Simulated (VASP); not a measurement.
# C (P4/mmm) in VASP: a series of runs

Runs on C. Level: PBE. Tasks: single point.

All numbers are computed with VASP 6.6.1; they aren't measurements. Logs are shortened: lines on timing, memory, paths and dates and some standing lists are left out, and cuts for length are marked.

**1. The cell of the first run**

Symmetry: P4/mmm, No. 123, tetragonal system. Conventional cell: a = 4.283 Å, b = 4.283 Å, c = 1.291 Å, α = 90.00°, β = 90.00°, γ = 90.00°. Within 1.7 Å of C (site symmetry 4/mmm) lie 2 C at 1.29 Å.

**2. Single point, PBE**

File INCAR:

```
SYSTEM = C
PREC     = Accurate       ! precision mode
ENCUT    = 520            ! plane-wave cutoff, eV
EDIFF    = 1E-7           ! SCF threshold, eV
ISMEAR   = -1             ! smearing method
SIGMA    = 0.05           ! smearing width, eV
LREAL    = .False.        ! projectors in reciprocal space
LASPH    = .True.         ! aspherical terms in the spheres
NELM     = 100            ! most SCF steps
ALGO     = Normal         ! electronic algorithm
ISIF     = 2              ! what is computed and relaxed
LWAVE    = .False.        ! write WAVECAR
LCHARG   = .False.        ! write CHGCAR
GGA      = PE             ! functional
NBANDS   = 8              ! bands
```

File KPOINTS:

```
regular mesh
0
Gamma
  6 6 20
  0 0 0
```

File POSCAR:

```
C
1.0
    4.2833507550      0.0000000000      0.0000000000
    0.0000000000      4.2833507550      0.0000000000
    0.0000000000      0.0000000000      1.2907822342
C
1
Direct
    0.5000000000      0.5000000000      0.5000000000
```

Potentials or basis: VASP PAW PBE potentials, release 64 (C).

Run with:

```sh
> cat potpaw_PBE.64/C/POTCAR > POTCAR
> mpirun -np 1 vasp_std > vasp.out
```

OUTCAR:

```text
SYSTEM = C
   PREC = Accurate
   ENCUT = 520
   EDIFF = 1E-7
   ISMEAR = -1
   LREAL = .False.
   LASPH = .True.
   NELM = 100
   ISIF = 2
   GGA = PE

 ion  position               nearest neighbor table
   1  0.500  0.500  0.500-

  LATTYP: Found a simple tetragonal cell.
 ALAT       =     4.2833507550
 C/A-ratio  =     0.3013487123

  Lattice vectors:

 A1 = (   4.2833507550,   0.0000000000,   0.0000000000)
 A2 = (   0.0000000000,   4.2833507550,   0.0000000000)
 A3 = (   0.0000000000,   0.0000000000,   1.2907822342)

Analysis of symmetry for initial positions (statically):
=====================================================================
 Subroutine PRICEL returns:
 Original cell was already a primitive cell.

 Routine SETGRP: Setting up the symmetry group for a
 simple tetragonal supercell.

 Subroutine GETGRP returns: Found 16 space group operations
 (whereof 16 operations were pure point group operations)
 out of a pool of 16 trial point group operations.

The static configuration has the point symmetry D_4h.

Analysis of symmetry for dynamics (positions and initial velocities):
=====================================================================
 Subroutine PRICEL returns:
 Original cell was already a primitive cell.

 Routine SETGRP: Setting up the symmetry group for a
 simple tetragonal supercell.

 Subroutine GETGRP returns: Found 16 space group operations
 (whereof 16 operations were pure point group operations)
 out of a pool of 16 trial point group operations.

The dynamic configuration has the point symmetry D_4h.

 Subroutine INISYM returns: Found 16 space group operations
 (whereof 16 operations are pure point group operations),
 and found     1 'primitive' translations

----------------------------------------------------------------------------------------

                                     Primitive cell

  volume of cell :      23.6821

  direct lattice vectors                    reciprocal lattice vectors
     4.283350755  0.000000000  0.000000000     0.233462085  0.000000000  0.000000000
     0.000000000  4.283350755  0.000000000     0.000000000  0.233462085  0.000000000
     0.000000000  0.000000000  1.290782234     0.000000000  0.000000000  0.774724019

  length of vectors
     4.283350755  4.283350755  1.290782234     0.233462085  0.233462085  0.774724019

  position of ions in fractional coordinates (direct lattice)
     0.500000000  0.500000000  0.500000000

  ion indices of the primitive-cell ions
   primitive index   ion index
                 1           1

----------------------------------------------------------------------------------------

 KPOINTS: regular mesh

Automatic generation of k-mesh.
 Grid dimensions read from file:
 generate k-points for:    6    6   20

 Generating k-lattice:

  Cartesian coordinates                     Fractional coordinates (reciprocal lattice)
     0.038910348  0.000000000  0.000000000     0.166666667  0.000000000  0.000000000
     0.000000000  0.038910348  0.000000000     0.000000000  0.166666667  0.000000000
     0.000000000  0.000000000  0.038736201     0.000000000  0.000000000  0.050000000

  Length of vectors
     0.038910348  0.038910348  0.038736201

  Shift w.r.t. Gamma in fractional coordinates (k-lattice)
     0.000000000  0.000000000  0.000000000

 Subroutine IBZKPT returns following result:
 ===========================================

 Found    110 irreducible k-points:

 Following reciprocal coordinates:
            Coordinates               Weight
  0.000000  0.000000  0.000000      1.000000
  0.166667  0.000000  0.000000      4.000000
  0.333333  0.000000  0.000000      4.000000
  0.500000  0.000000  0.000000      2.000000
  0.166667  0.166667  0.000000      4.000000
  0.333333  0.166667  0.000000      8.000000
[... 16 lines left out ...]
  0.333333  0.000000  0.100000      8.000000
  0.500000  0.000000  0.100000      4.000000
 [... further k-points ...]
   k-points           NKPTS =    110   k-points in BZ     NKDIM =    110   number of bands    NBANDS=      8
   number of dos      NEDOS =    301   number of ions     NIONS =      1
   total plane-waves  NPLWV =  10240
   dimension x,y,z NGX =    32 NGY =   32 NGZ =   10
   dimension x,y,z NGXF=    64 NGYF=   64 NGZF=   20
   ions per type =               1
   NGX,Y,Z   is equivalent  to a cutoff of  12.42, 12.42, 12.88 a.u.
   NGXF,Y,Z  is equivalent  to a cutoff of  24.84, 24.84, 25.76 a.u.
 SYSTEM =  C
   PREC   = accura    normal or accurate (medium, high low for compatibility)
   ISTART =      0    job   : 0-new  1-cont  2-samecut
   ICHARG =      2    charge: 1-file 2-atom 10-const
   ISPIN  =      1    spin polarized calculation?
   LNONCOLLINEAR =      F non collinear calculations
   LSORBIT =      F    spin-orbit coupling
   LASPH  =      T    aspherical Exc in radial PAW
   ENCUT  =  520.0 eV  38.22 Ry    6.18 a.u.   7.96  7.96  2.40*2*pi/ulx,y,z
   NELM   =    100;   NELMIN=  2; NELMDL= -5     # of ELM steps
   EDIFF  = 0.1E-06   stopping-criterion for ELM
   LREAL  =      F    real-space projection
   EDIFFG = 0.1E-05   stopping-criterion for IOM
   NSW    =      0    number of steps for IOM
   IBRION =     -1    ionic relax: 0-MD 1-quasi-New 2-CG
   NFREE  =      0    steps in history (QN), initial steepest desc. (CG)
   ISIF   =      2    stress and relaxation
   ISYM   =      2    0-nonsym 1-usesym 2-fastsym
   POTIM  = 0.5000    time-step for ionic-motion
   TEBEG  =    0.0;   TEEND  =   0.0 temperature during run
   PSTRESS=    0.0 pullay stress
   NELECT =       4.0000    total number of electrons
   NUPDOWN=      -1.0000    fix difference up-down
   EMIN   =  10.00;   EMAX   =-10.00  energy-range for DOS
   EFERMI =   0.00;   METHOD = LEGACY
   ISMEAR =    -1;   SIGMA  =   0.05  broadening in eV -4-tet -1-fermi 0-gaus
   EFERMI_NEDOS =   21; number of points for ismear=-14 and -15
   IALGO  =     38    algorithm
   IMIX   =      4    mixing-type and parameters
     AMIX     =   0.40;   BMIX     =  1.00
     AMIX_MAG =   1.60;   BMIX_MAG =  1.00
  volume/ion in A,a.u.               =      23.68       159.81
  Fermi-wavevector in a.u.,A,eV,Ry     =   0.904943  1.710095 11.142117  0.818923
  Thomas-Fermi vector in A             =   2.028451
   LORBIT       =      0    0 simple, 1 ext, 2 COOP (PROOUT), +10 PAW based schemes
   GGA     = PE    functional components
   LHFCALC =     F    Hartree Fock is set to
   AEXX    =    0.0000 exact exchange contribution
   IVDW    =     0    specifies the selected vdW correction
   LEPSILON=     F    determine dielectric tensor
   LRPA    =     F    only Hartree local field effects (RPA)
 non-spin polarized calculation
  energy-cutoff  :      520.00
  volume of cell :       23.68
 maximum number of plane-waves:       666
 NGX is ok and might be reduce to    32
   NGX = 15   NGY = 15   NGZ =  5

 number of electron       4.0000000 magnetization

 Free energy of the ion-electron system (eV)
  ---------------------------------------------------
  ext. energy  EPLUGINS =         0.00000000
  ---------------------------------------------------
  free energy    TOTEN  =        -8.20703958 eV

  energy without entropy =       -8.20004858  energy(sigma->0) =       -8.20354408

 E-fermi :  -1.8373     XC(G=0):  -5.9021

 val. band max:       -1.8936013056   @ k =   0.5000   0.3333   0.2500
 cond. band min:      -1.7762698208   @ k =   0.1667   0.0000   0.2500
 fundamental gap:      0.1173314847
 Fermi energy:        -1.8372817398

 k-point     1 :       0.0000    0.0000    0.0000
  band No.  band energies     occupation
      1     -18.0555      2.00000
      2      -6.9008      2.00000
      3      -6.9008      2.00000
      4       1.9737      0.00000
      5       6.3056      0.00000
      6      10.8073      0.00000
      7      10.8073      0.00000
      8      11.8486      0.00000

 k-point     2 :       0.1667    0.0000    0.0000
  band No.  band energies     occupation
      1     -18.0472      2.00000
      2      -7.0011      2.00000
      3      -6.8919      2.00000
      4       2.3148      0.00000
      5       6.2790      0.00000
      6       9.7546      0.00000
      7      10.0439      0.00000
      8      13.2259      0.00000

 k-point     3 :       0.3333    0.0000    0.0000
  band No.  band energies     occupation
      1     -18.0302      2.00000
      2      -7.1914      2.00000
      3      -6.8739      2.00000
      4       3.2099      0.00000
      5       5.6461      0.00000
      6       8.8260      0.00000
      7      10.1697      0.00000
      8      14.3741      0.00000

 k-point     4 :       0.5000    0.0000    0.0000
  band No.  band energies     occupation
      1     -18.0217      2.00000
      2      -7.2820      2.00000
      3      -6.8649      2.00000
      4       4.4122      0.00000
      5       4.4240      0.00000
      6       8.5007      0.00000
      7      11.4723      0.00000
      8      12.3809      0.00000

 k-point     5 :       0.1667    0.1667    0.0000
  band No.  band energies     occupation
      1     -18.0389      2.00000
      2      -6.9979      2.00000
      3      -6.9819      2.00000
      4       2.6380      0.00000
      5       6.4029      0.00000
      6       8.1475      0.00000
      7      11.6856      0.00000
      8      12.6761      0.00000
[... 177 lines left out ...]
 k-point    22 :       0.1667    0.0000    0.1000
  band No.  band energies     occupation
      1     -17.5369      2.00000
      2      -6.1534      2.00000
      3      -6.0457      2.00000
      4       3.1134      0.00000
      5       7.1746      0.00000
      6      10.6504      0.00000
      7      10.8749      0.00000
      8      14.1084      0.00000

 k-point    23 :       0.3333    0.0000    0.1000
  band No.  band energies     occupation
      1     -17.5215      2.00000
      2      -6.3410      2.00000
      3      -6.0280      2.00000
      4       4.0200      0.00000
      5       6.5088      0.00000
      6       9.7271      0.00000
      7      10.9977      0.00000
      8      15.2075      0.00000

 k-point    24 :       0.5000    0.0000    0.1000
  band No.  band energies     occupation
      1     -17.5136      2.00000
      2      -6.4303      2.00000
      3      -6.0191      2.00000
      4       5.2032      0.00000
      5       5.2947      0.00000
      6       9.4033      0.00000
      7      12.3655      0.00000
      8      13.1171      0.00000

 [... further k-points ...]
[... 5 lines left out ...]
  --------------------------------------------------------------------------------------
  -------------------------------------------------------------------------------------
  Total       -0.0627171     -0.0627171     -0.6413696      0.0000000      0.0000000     -0.0000000
  in kB       -4.2430343     -4.2430343    -43.3909040      0.0000000      0.0000000     -0.0000000
  external PRESSURE =     -17.2923242 kB  Pullay stress =       0.0000000 kB

 VOLUME and BASIS-vectors are now :
 -----------------------------------------------------------------------------
  energy-cutoff  :      520.00
  volume of cell :       23.68
      direct lattice vectors                 reciprocal lattice vectors
     4.283350755  0.000000000  0.000000000     0.233462085  0.000000000  0.000000000
     0.000000000  4.283350755  0.000000000     0.000000000  0.233462085  0.000000000
     0.000000000  0.000000000  1.290782234     0.000000000  0.000000000  0.774724019

 POSITION                                       TOTAL-FORCE (eV/Angst)
 -----------------------------------------------------------------------------------
      2.14168      2.14168      0.64539         0.000000      0.000000      0.000000
 -----------------------------------------------------------------------------------
    total drift:                                0.000000     -0.000000      0.000000

  FREE ENERGIE OF THE ION-ELECTRON SYSTEM (eV)
  ---------------------------------------------------
  free  energy   TOTEN  =        -8.2070395777 eV

  energy  without entropy=       -8.2000485847  energy(sigma->0) =       -8.20354408
```

Wall time 7.4 s (1 thread of Intel Xeon Platinum 8259CL at 2.50GHz (Skylake/Cascade Lake), shared host); peak memory 0.13 GiB.

Results:

- Free energy: -8.2070 eV
- Pressure: -1.7 GPa
- Band gap on the k mesh: zero (band 2 reaches 6.90 eV, above the bottom of band 3 at -7.21 eV)

Stress tensor (GPa, compression positive):
```
-0.42  0.00  0.00
 0.00 -0.42  0.00
 0.00  0.00 -4.34
```

Levels at points of the mesh, in eV from the Fermi level:
```csv
k point,band 1,band 2,band 3,band 4,band 5,band 6,band 7
"(0.00, 0.00, 0.00)",-16.22,-5.06,-5.06,3.81,8.14,12.64,12.64
"(0.50, 0.00, 0.00)",-16.18,-5.44,-5.03,6.25,6.26,10.34,13.31
"(0.50, 0.50, 0.00)",-16.15,-5.38,-5.38,5.93,8.75,8.75,12.48
"(0.00, 0.00, 0.50)",-8.98,8.24,11.01,11.01,23.33,23.33,24.66
"(0.50, 0.00, 0.50)",-8.97,8.29,10.91,11.01,21.90,23.48,26.84
"(0.50, 0.50, 0.50)",-8.97,8.35,10.92,10.92,22.23,22.23,28.42
```

[end of part 1 of 2]
